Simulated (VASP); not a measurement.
Set up this calculation in VASP 6.6.1, as the native input.

| Property | Result |
| --- | --- |
| Task | single point |
| Functional | PBEsol |
| Potentials or basis | VASP PAW PBE potentials, release 64 (Lu, H) |
| Cutoff | 520 eV |
| k mesh | 7 × 7 × 7 |
| Occupations | fermi-dirac, width 0.1 eV |
| Spin | no spin polarisation |
| Dipole correction | no |
| Further INCAR settings | ALGO = Normal; EDIFF = 1e-07; NBANDS = 20 |

The structure of LuH2 lies in POSCAR:

```
LuH2
1.0
    0.0000000000      2.4789646817      2.4789646817
    2.4789646817      0.0000000000      2.4789646817
    2.4789646817      2.4789646817      0.0000000000
Lu H
1 2
Direct
    0.0000000000      0.0000000000      0.0000000000
    0.2500000000      0.2500000000      0.2500000000
    0.7500000000      0.7500000000      0.7500000000
```

The input as run:

INCAR

```
SYSTEM = LuH2
PREC = Accurate
ENCUT = 520
EDIFF = 1E-7
ISMEAR = -1
SIGMA = 0.1
LREAL = .False.
LASPH = .True.
NELM = 60
ALGO = Normal
ISIF = 2
LWAVE = .False.
LCHARG = .False.
GGA = PS
NBANDS = 20
```

KPOINTS

```
Automatic mesh
0
Gamma
  7 7 7
  0 0 0
```

Potentials or basis: VASP PAW PBE potentials, release 64 (Lu, H).

Run with:

```console
$ cat potpaw_PBE.64/Lu/POTCAR potpaw_PBE.64/H/POTCAR > POTCAR
$ mpirun -np 1 vasp_std > vasp.out
```

Results of the run:

```json
{
  "Pressure": "0.2 GPa"
}
```

Caveat: the PAW data sets were made with another functional, which shifts forces and pressure a little.

Wall time 19 s on 1 thread of Intel(R) Xeon(R) Platinum 8488C (Sapphire Rapids) (shared host), peak memory 0.17 GiB.
